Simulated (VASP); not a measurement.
Crystal: Te2Mo.

```
Te Mo
1.0
     6.33000    0.00000    0.00000
     0.00000    3.46900    0.00000
    -0.94679    0.00000   13.82762
Te Mo
8 4
Direct
  0.94370 0.75000 0.60450
  0.05630 0.25000 0.39550
  0.90300 0.25000 0.85140
  0.09700 0.75000 0.14860
  0.41120 0.75000 0.89550
  0.58880 0.25000 0.10450
  0.44320 0.25000 0.64840
  0.55680 0.75000 0.35160
  0.81670 0.75000 0.99260
  0.18330 0.25000 0.00740
  0.68190 0.25000 0.49340
  0.31810 0.75000 0.50660
```

Base run:

```yaml
Program: VASP 6.6.1
Functional: revPBE
Potentials_or_basis: VASP PAW PBE potentials, release 64 (Te, Mo_sv)
Cutoff: 520 eV
k_mesh: 4 × 8 × 2
Occupations: fermi-dirac, width 0.05 eV
Spin: no spin polarisation
```

Its results: band gap on the k mesh zero (bands 52 and 53 overlap by 0.19 eV); pressure 3.9 GPa; largest force 0.220 eV/Å.

Problem. The run is repeated on the same cell with these changes: functional from revPBE to PBE. What comes out?

Solution. Band gap on the k mesh zero (bands 52 and 53 overlap by 0.19 eV); pressure 2.5 GPa; largest force 0.170 eV/Å.

PBE binds more tightly than revPBE, so the same cell stands under less pressure.

Caveats: spin-orbit coupling is left out, which moves the levels of the heavy elements; the cell stands under pressure (at least some runs); the PAW data sets were made with another functional, which shifts forces and pressure a little (at least some runs).
